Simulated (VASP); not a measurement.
Na:

```
CELL_PARAMETERS angstrom
3.81000 0.00000 0.00000
-1.90500 3.29956 0.00000
0.00000 0.00000 6.22173
ATOMIC_POSITIONS crystal
Na 0.33333 0.66667 0.25000
Na 0.66667 0.33333 0.75000
```

```yaml
Program: VASP 6.6.1
Task: relaxation of cell and atoms
Functional: LDA
Potentials_or_basis: VASP PAW LDA potentials, release 64 (Na_pv)
Cutoff: 600 eV
k_mesh: 5 × 5 × 3
Occupations: methfessel-paxton, width 0.05 eV
Spin: no spin polarisation
```

At the start: pressure -1.2 GPa; volume 39.11 Å³/atom.

Problem. How do energy, volume and symmetry change on relaxing?

Solution. Over 3 steps the energy falls by 25.5 meV/atom and the volume is 33.01 Å³/atom (-15.6 %); space group P6_3/mmc (No. 194, to 0.05 Å).

The path:
| step | energy change (eV) | largest force (eV/Å) | pressure (GPa) | volume (Å³) |
| --- | --- | --- | --- | --- |
| 1 | 0.0000 | 0.0000 | -1.17 | 78.22 |
| 2 | -0.0211 | 0.0000 | -0.97 | 75.04 |
| 3 | -0.0511 | 0.0000 | -0.02 | 66.02 |

Final structure:
```cif
data_structure
_symmetry_space_group_name_H-M 'P 1'
_symmetry_Int_Tables_number 1
_cell_length_a 3.5951
_cell_length_b 3.5951
_cell_length_c 5.8983
_cell_angle_alpha 90.000
_cell_angle_beta 90.000
_cell_angle_gamma 120.000
_cell_volume 66.02
loop_
_atom_site_label
_atom_site_type_symbol
_atom_site_fract_x
_atom_site_fract_y
_atom_site_fract_z
_atom_site_occupancy
Na1 Na 0.33333 0.66667 0.25000 1
Na2 Na 0.66667 0.33333 0.75000 1
```

Caveat: the k points lie up to 0.40 Å⁻¹ apart in the final cell; the volume moved by over 15 % at a fixed basis, so the end points are rough.
